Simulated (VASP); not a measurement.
# Si (P6mm) in VASP: notebook

The runs below take Si through single point, with PBE.

Program: VASP 6.6.1. These are calculated values, not measurements. Logs are shortened: lines on timing, memory, paths and dates and some standing lists are left out, and cuts for length are marked.

### Step 1. The cell of the first run

The structure is hexagonal, space group P6mm (No. 183). The conventional cell has a = 5.284 Å, b = 5.284 Å, c = 4.994 Å, α = 90.00°, β = 90.00°, γ = 120.00°. Within 3.0 Å of Si (site symmetry 6mm) lie 8 Si at 2.30 to 2.70 Å. Within 3.0 Å of Si (site symmetry 6mm) lie 8 Si at 2.30 to 2.70 Å. Si (site symmetry 2mm) has 8 Si at 2.50 to 2.65 Å within 3.3 Å. Si (site symmetry 2mm) has 8 Si at 2.50 to 2.64 Å within 3.3 Å.

### Step 2. Single point, PBE (atom 1 (Si) moved -0.200 Å towards its neighbour atom 2 (Si) at 2.497 Å)

Input file INCAR:

```
SYSTEM = Si
ALGO = Normal
EDIFF = 1E-7
ENCUT = 520
GGA = PE
ISIF = 2
ISMEAR = 0
LASPH = .True.
LCHARG = .True.
LELF = .True.
LREAL = .False.
LVHAR = .True.
LWAVE = .False.
NBANDS = 26
NELM = 80
PREC = Accurate
SIGMA = 0.15
```

Input file KPOINTS:

```
k-points
0
Gamma
  12 12 12
  0 0 0
```

Input file POSCAR:

```
Si
1.0
    0.0000000000      0.0000000000      4.9938171177
    5.2842308228      0.0000000000      0.0000000000
   -2.6421154115      4.5762781320      0.0000000000
Si
8
Direct
    0.0400495243      0.0000000000      0.0000000000
    0.5000000000      0.0000000000      0.0000000000
    0.0000000000      0.0000000000      0.5000000000
    0.5000000000      0.0000000000      0.5000000000
    0.0000000000      0.5000000000      0.0000000000
    0.5000000000      0.5000000000      0.0000000000
    0.0000000000      0.5000000000      0.5000000000
    0.5000000000      0.5000000000      0.5000000000
```

Potentials or basis: VASP PAW PBE potentials, release 64 (Si).

Command:

```
> cat potpaw_PBE.64/Si/POTCAR > POTCAR
> mpirun -np 1 vasp_std > vasp.out
```

OUTCAR:

```text
SYSTEM = Si
   EDIFF = 1E-7
   ENCUT = 520
   GGA = PE
   ISIF = 2
   ISMEAR = 0
   LASPH = .True.
   LREAL = .False.
   NELM = 80
   PREC = Accurate

 ion  position               nearest neighbor table
   1  0.040  0.000  0.000-   2 2.30   7 2.65   7 2.65   5 2.65   5 2.65   3 2.65   3 2.65   2 2.70

   2  0.500  0.000  0.000-   1 2.30   8 2.64   8 2.64   6 2.64   6 2.64   4 2.64   4 2.64   1 2.70

   3  0.000  0.000  0.500-   4 2.50   4 2.50   5 2.64   5 2.64   7 2.64   7 2.64   1 2.65   1 2.65

   4  0.500  0.000  0.500-   3 2.50   3 2.50   6 2.64   6 2.64   8 2.64   8 2.64   2 2.64   2 2.64

   5  0.000  0.500  0.000-   6 2.50   6 2.50   3 2.64   3 2.64   7 2.64   7 2.64   1 2.65   1 2.65

   6  0.500  0.500  0.000-   5 2.50   5 2.50   4 2.64   4 2.64   2 2.64   2 2.64   8 2.64   8 2.64

   7  0.000  0.500  0.500-   8 2.50   8 2.50   3 2.64   3 2.64   5 2.64   5 2.64   1 2.65   1 2.65

   8  0.500  0.500  0.500-   7 2.50   7 2.50   2 2.64   2 2.64   4 2.64   4 2.64   6 2.64   6 2.64

  LATTYP: Found a hexagonal cell.
 ALAT       =     5.2842308228
 C/A-ratio  =     0.9450414422

  Lattice vectors:

 A1 = (   5.2842308228,   0.0000000000,   0.0000000000)
 A2 = (  -2.6421154115,   4.5762781320,   0.0000000000)
 A3 = (   0.0000000000,   0.0000000000,   4.9938171177)

Analysis of symmetry for initial positions (statically):
=====================================================================
 Subroutine PRICEL returns:
 Original cell was already a primitive cell.

 Routine SETGRP: Setting up the symmetry group for a
 hexagonal supercell.

 Subroutine GETGRP returns: Found 12 space group operations
 (whereof 12 operations were pure point group operations)
 out of a pool of 24 trial point group operations.

The static configuration has the point symmetry C_6v.

Analysis of symmetry for dynamics (positions and initial velocities):
=====================================================================
 Subroutine PRICEL returns:
 Original cell was already a primitive cell.

 Routine SETGRP: Setting up the symmetry group for a
 hexagonal supercell.

 Subroutine GETGRP returns: Found 12 space group operations
 (whereof 12 operations were pure point group operations)
 out of a pool of 24 trial point group operations.

The dynamic configuration has the point symmetry C_6v.

 Subroutine INISYM returns: Found 12 space group operations
 (whereof 12 operations are pure point group operations),
 and found     1 'primitive' translations

----------------------------------------------------------------------------------------

                                     Primitive cell

  volume of cell :     120.7610

  direct lattice vectors                    reciprocal lattice vectors
     0.000000000  0.000000000  4.993817118     0.000000000  0.000000000  0.200247621
     5.284230823  0.000000000  0.000000000     0.189242301  0.109259093  0.000000000
    -2.642115411  4.576278132  0.000000000     0.000000000  0.218518187  0.000000000

  length of vectors
     4.993817118  5.284230823  5.284230823     0.200247621  0.218518187  0.218518187

  position of ions in fractional coordinates (direct lattice)
     0.040049524  0.000000000  0.000000000
     0.500000000  0.000000000  0.000000000
     0.000000000  0.000000000  0.500000000
     0.500000000  0.000000000  0.500000000
     0.000000000  0.500000000  0.000000000
     0.500000000  0.500000000  0.000000000
     0.000000000  0.500000000  0.500000000
     0.500000000  0.500000000  0.500000000

  ion indices of the primitive-cell ions
   primitive index   ion index
                 1           1
                 2           2
                 3           3
                 4           4
                 5           5
                 6           6
                 7           7
                 8           8

----------------------------------------------------------------------------------------

 KPOINTS: k-points

Automatic generation of k-mesh.
 Grid dimensions read from file:
 generate k-points for:   12   12   12

 Generating k-lattice:

  Cartesian coordinates                     Fractional coordinates (reciprocal lattice)
     0.000000000  0.000000000  0.016687302     0.083333333  0.000000000  0.000000000
     0.015770192  0.009104924  0.000000000     0.000000000  0.083333333  0.000000000
     0.000000000  0.018209849  0.000000000     0.000000000  0.000000000  0.083333333

  Length of vectors
     0.016687302  0.018209849  0.018209849

  Shift w.r.t. Gamma in fractional coordinates (k-lattice)
     0.000000000  0.000000000  0.000000000

 Subroutine IBZKPT returns following result:
 ===========================================

 Found    133 irreducible k-points:

 Following reciprocal coordinates:
            Coordinates               Weight
  0.000000  0.000000  0.000000      1.000000
  0.083333  0.000000  0.000000      2.000000
  0.166667  0.000000  0.000000      2.000000
  0.250000  0.000000  0.000000      2.000000
  0.333333  0.000000  0.000000      2.000000
  0.416667  0.000000  0.000000      2.000000
[... 16 lines left out ...]
  0.083333  0.250000  0.000000     12.000000
  0.166667  0.250000  0.000000     12.000000
 [... further k-points ...]
   k-points           NKPTS =    133   k-points in BZ     NKDIM =    133   number of bands    NBANDS=     26
   number of dos      NEDOS =    301   number of ions     NIONS =      8
   total plane-waves  NPLWV =  64000
   dimension x,y,z NGX =    40 NGY =   40 NGZ =   40
   dimension x,y,z NGXF=    80 NGYF=   80 NGZF=   80
   ions per type =               8
   NGX,Y,Z   is equivalent  to a cutoff of  13.32, 12.58, 12.58 a.u.
   NGXF,Y,Z  is equivalent  to a cutoff of  26.63, 25.17, 25.17 a.u.
 SYSTEM =  Si
   PREC   = accura    normal or accurate (medium, high low for compatibility)
   ISTART =      0    job   : 0-new  1-cont  2-samecut
   ICHARG =      2    charge: 1-file 2-atom 10-const
   ISPIN  =      1    spin polarized calculation?
   LNONCOLLINEAR =      F non collinear calculations
   LSORBIT =      F    spin-orbit coupling
   LASPH  =      T    aspherical Exc in radial PAW
   ENCUT  =  520.0 eV  38.22 Ry    6.18 a.u.   9.29  9.83  9.83*2*pi/ulx,y,z
   NELM   =     80;   NELMIN=  2; NELMDL= -5     # of ELM steps
   EDIFF  = 0.1E-06   stopping-criterion for ELM
   LREAL  =      F    real-space projection
   EDIFFG = 0.1E-05   stopping-criterion for IOM
   NSW    =      0    number of steps for IOM
   IBRION =     -1    ionic relax: 0-MD 1-quasi-New 2-CG
   NFREE  =      0    steps in history (QN), initial steepest desc. (CG)
   ISIF   =      2    stress and relaxation
   ISYM   =      2    0-nonsym 1-usesym 2-fastsym
   POTIM  = 0.5000    time-step for ionic-motion
   TEBEG  =    0.0;   TEEND  =   0.0 temperature during run
   PSTRESS=    0.0 pullay stress
   NELECT =      32.0000    total number of electrons
   NUPDOWN=      -1.0000    fix difference up-down
   EMIN   =  10.00;   EMAX   =-10.00  energy-range for DOS
   EFERMI =   0.00;   METHOD = LEGACY
   ISMEAR =     0;   SIGMA  =   0.15  broadening in eV -4-tet -1-fermi 0-gaus
   EFERMI_NEDOS =   21; number of points for ismear=-14 and -15
   IALGO  =     38    algorithm
   IMIX   =      4    mixing-type and parameters
     AMIX     =   0.40;   BMIX     =  1.00
     AMIX_MAG =   1.60;   BMIX_MAG =  1.00
  volume/ion in A,a.u.               =      15.10       101.87
  Fermi-wavevector in a.u.,A,eV,Ry     =   1.051516  1.987077 15.043770  1.105686
  Thomas-Fermi vector in A             =   2.186562
   LORBIT       =      0    0 simple, 1 ext, 2 COOP (PROOUT), +10 PAW based schemes
   GGA     = PE    functional components
   LHFCALC =     F    Hartree Fock is set to
   AEXX    =    0.0000 exact exchange contribution
   IVDW    =     0    specifies the selected vdW correction
   LEPSILON=     F    determine dielectric tensor
   LRPA    =     F    only Hartree local field effects (RPA)
 non-spin polarized calculation
 Gauss-broadening in eV      SIGMA  =   0.15
  energy-cutoff  :      520.00
  volume of cell :      120.76
 maximum number of plane-waves:      3282
 NGX is ok and might be reduce to    40
   NGX = 19   NGY = 19   NGZ = 19

 number of electron      31.9999998 magnetization

 Free energy of the ion-electron system (eV)
  ---------------------------------------------------
  ext. energy  EPLUGINS =         0.00000000
  ---------------------------------------------------
  free energy    TOTEN  =       -40.80655787 eV

  energy without entropy =      -40.77250271  energy(sigma->0) =      -40.78953029

 E-fermi :   9.3523     XC(G=0): -10.9498

 val. band max:        9.3511868460   @ k =   0.1667   0.2500   0.2500
 cond. band min:       9.3617874533   @ k =   0.5000   0.4167  -0.0000
 fundamental gap:      0.0106006073
 Fermi energy:         9.3523296563

 k-point     1 :       0.0000    0.0000    0.0000
  band No.  band energies     occupation
      1      -4.5788      2.00000
      2       0.1600      2.00000
      3       1.5254      2.00000
      4       1.7891      2.00000
      5       1.7891      2.00000
      6       2.4773      2.00000
[... 18 lines left out ...]
     25      15.8457      0.00000
     26      15.8512      0.00000

 k-point     2 :       0.0833    0.0000    0.0000
  band No.  band energies     occupation
      1      -4.5396      2.00000
      2      -0.1663      2.00000
      3       1.6428      2.00000
      4       1.8287      2.00000
      5       1.8287      2.00000
      6       2.7173      2.00000
[... 18 lines left out ...]
     25      15.3674      0.00000
[... 608 lines left out ...]
     25      14.8212      0.00000
     26      15.0176      0.00000

 k-point    24 :       0.1667    0.2500    0.0000
  band No.  band energies     occupation
      1      -3.9916      2.00000
      2      -0.6243      2.00000
      3      -0.3406      2.00000
      4       1.0381      2.00000
      5       1.0749      2.00000
      6       2.9991      2.00000
[... 18 lines left out ...]
     25      14.6846      0.00000
     26      14.6869      0.00000

 [... further k-points ...]

------------------------ aborting loop because EDIFF is reached ----------------------------------------

  FORCE on cell =-STRESS in cart. coord.  units (eV):
  Direction    XX          YY          ZZ          XY          YZ          ZX
  --------------------------------------------------------------------------------------
  -------------------------------------------------------------------------------------
  Total        0.3314060      0.3314060      0.7955345     -0.0000000      0.0000000      0.0000000
  in kB        4.3968753      4.3968753     10.5546239     -0.0000000      0.0000000      0.0000000
  external PRESSURE =       6.4494581 kB  Pullay stress =       0.0000000 kB

 VOLUME and BASIS-vectors are now :
 -----------------------------------------------------------------------------
  energy-cutoff  :      520.00
  volume of cell :      120.76
      direct lattice vectors                 reciprocal lattice vectors
     0.000000000  0.000000000  4.993817118     0.000000000  0.000000000  0.200247621
     5.284230823  0.000000000  0.000000000     0.189242301  0.109259093  0.000000000
    -2.642115411  4.576278132  0.000000000     0.000000000  0.218518187  0.000000000

 POSITION                                       TOTAL-FORCE (eV/Angst)
 -----------------------------------------------------------------------------------
      0.00000      0.00000      0.20000         0.000000     -0.000000     -1.534372
      0.00000      0.00000      2.49691        -0.000000      0.000000      1.226608
     -1.32106      2.28814      0.00000        -0.000000      0.000000     -0.011687
     -1.32106      2.28814      2.49691        -0.000000      0.000000      0.114275
      2.64212      0.00000      0.00000        -0.000000      0.000000     -0.011687
      2.64212      0.00000      2.49691        -0.000000      0.000000      0.114275
      1.32106      2.28814      0.00000        -0.000000      0.000000     -0.011687
      1.32106      2.28814      2.49691        -0.000000      0.000000      0.114275
 -----------------------------------------------------------------------------------
    total drift:                                0.000000      0.000000     -0.000017

  FREE ENERGIE OF THE ION-ELECTRON SYSTEM (eV)
  ---------------------------------------------------
  free  energy   TOTEN  =       -40.8065578678 eV

  energy  without entropy=      -40.7725027111  energy(sigma->0) =      -40.78953029
```

Run time: 4.2 min. Hardware: 1 thread of Intel Xeon Platinum 8559C (Emerald Rapids), shared host; peak memory 0.41 GiB.

Results:

```
Free energy            : -40.8066 eV
Pressure               : 0.6 GPa
Largest force          : 1.534 eV/Å
Band gap on the k mesh : zero (bands 16 and 17 overlap by 3.38 eV)
```

Forces on the atoms (eV/Å):
```
Si   0.000  0.000 -1.534
Si   0.000  0.000  1.227
Si   0.000  0.000 -0.012
Si   0.000  0.000  0.114
Si   0.000  0.000 -0.012
Si   0.000  0.000  0.114
Si   0.000  0.000 -0.012
Si   0.000  0.000  0.114
```

Stress tensor (GPa, compression positive):
```
0.44 0.00 0.00
0.00 0.44 0.00
0.00 0.00 1.06
```

Caveat: the cell differs from its parent crystal (atom 1 (Si) moved -0.200 Å towards its neighbour atom 2 (Si) at 2.497 Å); forces of over 1 eV/Å act on the atoms, so gaps and moduli don't describe the material at rest.

### Step 3. Single point, PBE (atom 1 (Si) moved +0.150 Å towards its neighbour atom 2 (Si) at 2.497 Å)

Input file INCAR:

```
PREC = Accurate ; ENCUT = 520
EDIFF = 1E-6 ; ISMEAR = 0
SIGMA = 0.15 ; LREAL = False
LASPH = True ; NELM = 60
ALGO = Normal ; ISIF = 2
LWAVE = False ; LCHARG = False
GGA = PE ; NBANDS = 26
```

Input file KPOINTS:

```
Automatic mesh
0
Gamma
  12 12 12
```

POSCAR, as its differences from that of step 2:

```diff
@@ -8,3 +8,3 @@
 Direct
-    0.0400495243      0.0000000000      0.0000000000
+   -0.0300371432      0.0000000000      0.0000000000
     0.5000000000      0.0000000000      0.0000000000
```

Potentials or basis: VASP PAW PBE potentials, release 64 (Si).

Command:

```
> cat potpaw_PBE.64/Si/POTCAR > POTCAR
> mpirun -np 1 vasp_std > vasp.out
```

OUTCAR:

```text
PREC = Accurate
   ENCUT = 520
   EDIFF = 1E-6
   ISMEAR = 0
   LREAL = False
   LASPH = True
   NELM = 60
   ISIF = 2
   GGA = PE

 ion  position               nearest neighbor table
   1  0.970  0.000  0.000-   2 2.35   7 2.65   7 2.65   5 2.65   5 2.65   3 2.65   3 2.65   2 2.65

   2  0.500  0.000  0.000-   1 2.35   8 2.64   8 2.64   6 2.64   6 2.64   4 2.64   4 2.64   1 2.65

[... 920 lines left out ...]
  Total        0.4018959      0.4018959     -0.0112951     -0.0000000      0.0000000      0.0000000
  in kB        5.3320881      5.3320881     -0.1498564     -0.0000000      0.0000000      0.0000000
  external PRESSURE =       3.5047733 kB  Pullay stress =       0.0000000 kB

 VOLUME and BASIS-vectors are now :
 -----------------------------------------------------------------------------
  energy-cutoff  :      520.00
  volume of cell :      120.76
      direct lattice vectors                 reciprocal lattice vectors
     0.000000000  0.000000000  4.993817118     0.000000000  0.000000000  0.200247621
     5.284230823  0.000000000  0.000000000     0.189242301  0.109259093  0.000000000
    -2.642115411  4.576278132  0.000000000     0.000000000  0.218518187  0.000000000

 POSITION                                       TOTAL-FORCE (eV/Angst)
 -----------------------------------------------------------------------------------
      0.00000      0.00000      4.84382         0.000000     -0.000000      1.046342
      0.00000      0.00000      2.49691        -0.000000     -0.000000     -0.817762
     -1.32106      2.28814      0.00000        -0.000000     -0.000000      0.007020
     -1.32106      2.28814      2.49691        -0.000000      0.000000     -0.083214
      2.64212      0.00000      0.00000        -0.000000     -0.000000      0.007020
      2.64212      0.00000      2.49691        -0.000000     -0.000000     -0.083214
      1.32106      2.28814      0.00000        -0.000000     -0.000000      0.007020
      1.32106      2.28814      2.49691        -0.000000      0.000000     -0.083214
 -----------------------------------------------------------------------------------
    total drift:                                0.000000     -0.000000      0.000006

  FREE ENERGIE OF THE ION-ELECTRON SYSTEM (eV)
  ---------------------------------------------------
  free  energy   TOTEN  =       -40.8707101852 eV

  energy  without entropy=      -40.8367981005  energy(sigma->0) =      -40.85375414
```

stdout:

```text
POSCAR found type information on POSCAR Si
 POSCAR found :  1 types and       8 ions
 scaLAPACK will be used
 LDA part: xc-table for (Slater+PW92), standard interpolation
 POSCAR, INCAR and KPOINTS ok, starting setup
 FFT: planning ... GRIDC
 FFT: planning ... GRID_SOFT
 FFT: planning ... GRID
 WAVECAR not read
 entering main loop
```

Wall time 3.3 min (1 thread of Intel Xeon Platinum 8559C (Emerald Rapids), shared host); peak memory 0.41 GiB.

Results:

```
Free energy            : -40.8707 eV
Pressure               : 0.4 GPa
Largest force          : 1.046 eV/Å
Band gap on the k mesh : zero (bands 16 and 17 overlap by 3.46 eV)
```

Forces in eV/Å, atoms in the order of the input:
```
Si   0.000  0.000  1.046
Si   0.000  0.000 -0.818
Si   0.000  0.000  0.007
Si   0.000  0.000 -0.083
Si   0.000  0.000  0.007
Si   0.000  0.000 -0.083
Si   0.000  0.000  0.007
Si   0.000  0.000 -0.083
```

Stress tensor (GPa, compression positive):
```
 0.53  0.00  0.00
 0.00  0.53  0.00
 0.00  0.00 -0.01
```

Levels at points of the mesh, in eV from the Fermi level:
```
           k point  band 12  band 13  band 14  band 15  band 16  band 17  band 18  band 19  band 20  band 21
(0.00, 0.00, 0.00)    -2.92    -2.12    -2.09    -2.09    -2.02    -2.02    -1.99     1.51     1.51     1.55
(0.50, 0.00, 0.00)    -5.38    -5.23    -5.23    -1.29    -1.07     3.49     3.93     3.93     3.99     3.99
(0.00, 0.50, 0.00)    -2.67    -2.46    -2.34    -1.73    -1.73     0.94     0.96     1.85     1.85     2.90
(0.50, 0.50, 0.00)    -1.25    -0.63    -0.55    -0.41    -0.36    -0.23    -0.02     0.05     0.30     2.78
```

Caveat: the cell differs from its parent crystal (atom 1 (Si) moved +0.150 Å towards its neighbour atom 2 (Si) at 2.497 Å); forces of over 1 eV/Å act on the atoms, so gaps and moduli don't describe the material at rest.
